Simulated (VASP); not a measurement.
# BeTe (F-43m) in VASP: notebook, part 2 of 2

VASP 6.6.1. The steps go on from the part before.

### 3 Single point, revPBE

Input file INCAR:

```
SYSTEM = BeTe
PREC = Accurate
ENCUT = 600
EDIFF = 1E-6
ISMEAR = 0
SIGMA = 0.01
LREAL = .False.
LASPH = .True.
NELM = 120
ALGO = Normal
ISIF = 2
LWAVE = .False.
LCHARG = .True.
GGA = RE
LELF = .True.
LVHAR = .True.
NBANDS = 11
GGA_COMPAT = .False.
```

Input file KPOINTS:

```
Automatic mesh
0
Gamma
  4 4 4
  0 0 0
```

Input file POSCAR:

```
BeTe
1.0
    0.0000000000      2.7700000000      2.7700000000
    2.7700000000      0.0000000000      2.7700000000
    2.7700000000      2.7700000000      0.0000000000
Be Te
1 1
Direct
    0.0000000000      0.0000000000      0.0000000000
    0.2500000000      0.2500000000      0.2500000000
```

Potentials or basis: VASP PAW PBE potentials, release 64 (Be, Te).

Run with:

```sh
$ cat potpaw_PBE.64/Be/POTCAR potpaw_PBE.64/Te/POTCAR > POTCAR
$ mpirun -np 1 vasp_std > vasp.out
```

OUTCAR:

```text
SYSTEM = BeTe
   PREC = Accurate
   ENCUT = 600
   EDIFF = 1E-6
   ISMEAR = 0
   LREAL = .False.
   LASPH = .True.
   NELM = 120
   ISIF = 2
   GGA = RE

 ion  position               nearest neighbor table
   1  0.000  0.000  0.000-   2 2.40   2 2.40   2 2.40   2 2.40
   2  0.250  0.250  0.250-   1 2.40   1 2.40   1 2.40   1 2.40

  LATTYP: Found a face centered cubic cell.
 ALAT       =     5.5400000000

  Lattice vectors:

 A1 = (   0.0000000000,   2.7700000000,   2.7700000000)
 A2 = (   2.7700000000,   0.0000000000,   2.7700000000)
 A3 = (   2.7700000000,   2.7700000000,   0.0000000000)

Analysis of symmetry for initial positions (statically):
=====================================================================
 Subroutine PRICEL returns:
 Original cell was already a primitive cell.

 Routine SETGRP: Setting up the symmetry group for a
 face centered cubic supercell.

 Subroutine GETGRP returns: Found 24 space group operations
 (whereof 24 operations were pure point group operations)
 out of a pool of 48 trial point group operations.

The static configuration has the point symmetry T_d .

Analysis of symmetry for dynamics (positions and initial velocities):
=====================================================================
 Subroutine PRICEL returns:
 Original cell was already a primitive cell.

 Routine SETGRP: Setting up the symmetry group for a
 face centered cubic supercell.

 Subroutine GETGRP returns: Found 24 space group operations
 (whereof 24 operations were pure point group operations)
 out of a pool of 48 trial point group operations.

The dynamic configuration has the point symmetry T_d .

 Subroutine INISYM returns: Found 24 space group operations
 (whereof 24 operations are pure point group operations),
 and found     1 'primitive' translations

----------------------------------------------------------------------------------------

                                     Primitive cell

  volume of cell :      42.5079

  direct lattice vectors                    reciprocal lattice vectors
     0.000000000  2.770000000  2.770000000    -0.180505415  0.180505415  0.180505415
     2.770000000  0.000000000  2.770000000     0.180505415 -0.180505415  0.180505415
     2.770000000  2.770000000  0.000000000     0.180505415  0.180505415 -0.180505415

  length of vectors
     3.917371568  3.917371568  3.917371568     0.312644550  0.312644550  0.312644550

  position of ions in fractional coordinates (direct lattice)
     0.000000000  0.000000000  0.000000000
     0.250000000  0.250000000  0.250000000

  ion indices of the primitive-cell ions
   primitive index   ion index
                 1           1
                 2           2

----------------------------------------------------------------------------------------

 KPOINTS: Automatic mesh

Automatic generation of k-mesh.
 Grid dimensions read from file:
 generate k-points for:    4    4    4

 Generating k-lattice:

  Cartesian coordinates                     Fractional coordinates (reciprocal lattice)
    -0.045126354  0.045126354  0.045126354     0.250000000  0.000000000  0.000000000
     0.045126354 -0.045126354  0.045126354     0.000000000  0.250000000  0.000000000
     0.045126354  0.045126354 -0.045126354     0.000000000  0.000000000  0.250000000

  Length of vectors
     0.078161138  0.078161138  0.078161138

  Shift w.r.t. Gamma in fractional coordinates (k-lattice)
     0.000000000  0.000000000  0.000000000

 Subroutine IBZKPT returns following result:
 ===========================================

 Found      8 irreducible k-points:

 Following reciprocal coordinates:
            Coordinates               Weight
  0.000000  0.000000  0.000000      1.000000
  0.250000  0.000000  0.000000      8.000000
  0.500000  0.000000  0.000000      4.000000
  0.250000  0.250000  0.000000      6.000000
  0.500000  0.250000  0.000000     24.000000
 -0.250000  0.250000  0.000000     12.000000
  0.500000  0.500000  0.000000      3.000000
 -0.250000  0.500000  0.250000      6.000000
   k-points           NKPTS =      8   k-points in BZ     NKDIM =      8   number of bands    NBANDS=     11
   number of dos      NEDOS =    301   number of ions     NIONS =      2
   total plane-waves  NPLWV =  32768
   dimension x,y,z NGX =    32 NGY =   32 NGZ =   32
   dimension x,y,z NGXF=    64 NGYF=   64 NGZF=   64
   ions per type =               1   1
   NGX,Y,Z   is equivalent  to a cutoff of  13.58, 13.58, 13.58 a.u.
   NGXF,Y,Z  is equivalent  to a cutoff of  27.16, 27.16, 27.16 a.u.
 SYSTEM =  BeTe
   PREC   = accura    normal or accurate (medium, high low for compatibility)
   ISTART =      0    job   : 0-new  1-cont  2-samecut
   ICHARG =      2    charge: 1-file 2-atom 10-const
   ISPIN  =      1    spin polarized calculation?
   LNONCOLLINEAR =      F non collinear calculations
   LSORBIT =      F    spin-orbit coupling
   LASPH  =      T    aspherical Exc in radial PAW
   ENCUT  =  600.0 eV  44.10 Ry    6.64 a.u.   7.82  7.82  7.82*2*pi/ulx,y,z
   NELM   =    120;   NELMIN=  2; NELMDL= -5     # of ELM steps
   EDIFF  = 0.1E-05   stopping-criterion for ELM
   LREAL  =      F    real-space projection
   EDIFFG = 0.1E-04   stopping-criterion for IOM
   NSW    =      0    number of steps for IOM
   IBRION =     -1    ionic relax: 0-MD 1-quasi-New 2-CG
   NFREE  =      0    steps in history (QN), initial steepest desc. (CG)
   ISIF   =      2    stress and relaxation
   ISYM   =      2    0-nonsym 1-usesym 2-fastsym
   POTIM  = 0.5000    time-step for ionic-motion
   TEBEG  =    0.0;   TEEND  =   0.0 temperature during run
   PSTRESS=    0.0 pullay stress
   NELECT =       8.0000    total number of electrons
   NUPDOWN=      -1.0000    fix difference up-down
   EMIN   =  10.00;   EMAX   =-10.00  energy-range for DOS
   EFERMI =   0.00;   METHOD = LEGACY
   ISMEAR =     0;   SIGMA  =   0.01  broadening in eV -4-tet -1-fermi 0-gaus
   EFERMI_NEDOS =   21; number of points for ismear=-14 and -15
   IALGO  =     38    algorithm
   IMIX   =      4    mixing-type and parameters
     AMIX     =   0.40;   BMIX     =  1.00
     AMIX_MAG =   1.60;   BMIX_MAG =  1.00
  volume/ion in A,a.u.               =      21.25       143.43
  Fermi-wavevector in a.u.,A,eV,Ry     =   0.938170  1.772885 11.975354  0.880164
  Thomas-Fermi vector in A             =   2.065355
   LORBIT       =      0    0 simple, 1 ext, 2 COOP (PROOUT), +10 PAW based schemes
   GGA     = RE    functional components
   LHFCALC =     F    Hartree Fock is set to
   AEXX    =    0.0000 exact exchange contribution
   IVDW    =     0    specifies the selected vdW correction
   LEPSILON=     F    determine dielectric tensor
   LRPA    =     F    only Hartree local field effects (RPA)
 non-spin polarized calculation
 Gauss-broadening in eV      SIGMA  =   0.01
  energy-cutoff  :      600.00
  volume of cell :       42.51
 maximum number of plane-waves:      1428
   NGX = 15   NGY = 15   NGZ = 15

 number of electron       8.0000000 magnetization

 Free energy of the ion-electron system (eV)
  ---------------------------------------------------
  ext. energy  EPLUGINS =         0.00000000
  ---------------------------------------------------
  free energy    TOTEN  =        -6.97359160 eV

  energy without entropy =       -6.97359160  energy(sigma->0) =       -6.97359160

 E-fermi :   5.8150     XC(G=0):  -9.1651

 val. band max:        5.7538640168   @ k =   0.0000   0.0000   0.0000
 cond. band min:       7.6567048648   @ k =   0.5000   0.5000   0.0000
 fundamental gap:      1.9028408480
 Fermi energy:         5.8150333045

 k-point     1 :       0.0000    0.0000    0.0000
  band No.  band energies     occupation
      1      -6.8662      2.00000
      2       5.7539      2.00000
      3       5.7539      2.00000
      4       5.7539      2.00000
      5       9.3275      0.00000
      6       9.3275      0.00000
      7       9.3275      0.00000
      8      10.0121      0.00000
      9      14.2384      0.00000
     10      16.0599      0.00000
     11      16.0599      0.00000
[... 85 lines left out ...]
 k-point     8 :      -0.2500    0.5000    0.2500
  band No.  band energies     occupation
      1      -4.8015      2.00000
      2       0.9298      2.00000
      3       1.7993      2.00000
      4       2.3119      2.00000
      5      11.1108      0.00000
      6      11.2978      0.00000
      7      11.4449      0.00000
      8      12.1223      0.00000
      9      16.9558      0.00000
     10      17.9075      0.00000
     11      18.8498      0.00000

------------------------ aborting loop because EDIFF is reached ----------------------------------------

  FORCE on cell =-STRESS in cart. coord.  units (eV):
  Direction    XX          YY          ZZ          XY          YZ          ZX
  --------------------------------------------------------------------------------------
  -------------------------------------------------------------------------------------
  Total        1.6625548      1.6625548      1.6625548     -0.0000000      0.0000000      0.0000000
  in kB       62.6638756     62.6638756     62.6638756     -0.0000000      0.0000000      0.0000000
  external PRESSURE =      62.6638756 kB  Pullay stress =       0.0000000 kB

 VOLUME and BASIS-vectors are now :
 -----------------------------------------------------------------------------
  energy-cutoff  :      600.00
  volume of cell :       42.51
      direct lattice vectors                 reciprocal lattice vectors
     0.000000000  2.770000000  2.770000000    -0.180505415  0.180505415  0.180505415
     2.770000000  0.000000000  2.770000000     0.180505415 -0.180505415  0.180505415
     2.770000000  2.770000000  0.000000000     0.180505415  0.180505415 -0.180505415

 POSITION                                       TOTAL-FORCE (eV/Angst)
 -----------------------------------------------------------------------------------
      0.00000      0.00000      0.00000         0.000000      0.000000      0.000000
      1.38500      1.38500      1.38500        -0.000000     -0.000000     -0.000000
 -----------------------------------------------------------------------------------
    total drift:                                0.000000      0.000000      0.000000

  FREE ENERGIE OF THE ION-ELECTRON SYSTEM (eV)
  ---------------------------------------------------
  free  energy   TOTEN  =        -6.9735915967 eV

  energy  without entropy=       -6.9735915967  energy(sigma->0) =       -6.97359160
```

Wall time 15 s (1 thread of AMD EPYC 9R45, shared host); peak memory 0.14 GiB.

Results:

```yaml
Free_energy: -6.9736 eV
Pressure: 6.3 GPa
Band_gap_on_the_k_mesh: 1.90 eV, indirect (least direct gap 3.57 eV)
```

Levels at points of the mesh, in eV from the valence-band top:
```tsv
k point	band 1	band 2	band 3	band 4	band 5	band 6	band 7	band 8	band 9
(0.00, 0.00, 0.00)	-12.62	0.00	0.00	0.00	3.57	3.57	3.57	4.26	8.48
(0.50, 0.00, 0.00)	-11.14	-5.86	-1.22	-1.22	3.24	4.57	4.57	7.89	11.28
(0.50, 0.50, 0.00)	-10.60	-5.40	-2.83	-2.83	1.90	2.61	10.06	10.06	11.95
```

Caveat: the k points lie up to 0.49 Å⁻¹ apart; the PAW data sets were made with another functional, which shifts forces and pressure a little; spin-orbit coupling is left out, which moves the levels of the heavy elements. Expect the measured gap to be larger: semilocal functionals such as revPBE lack the derivative discontinuity.
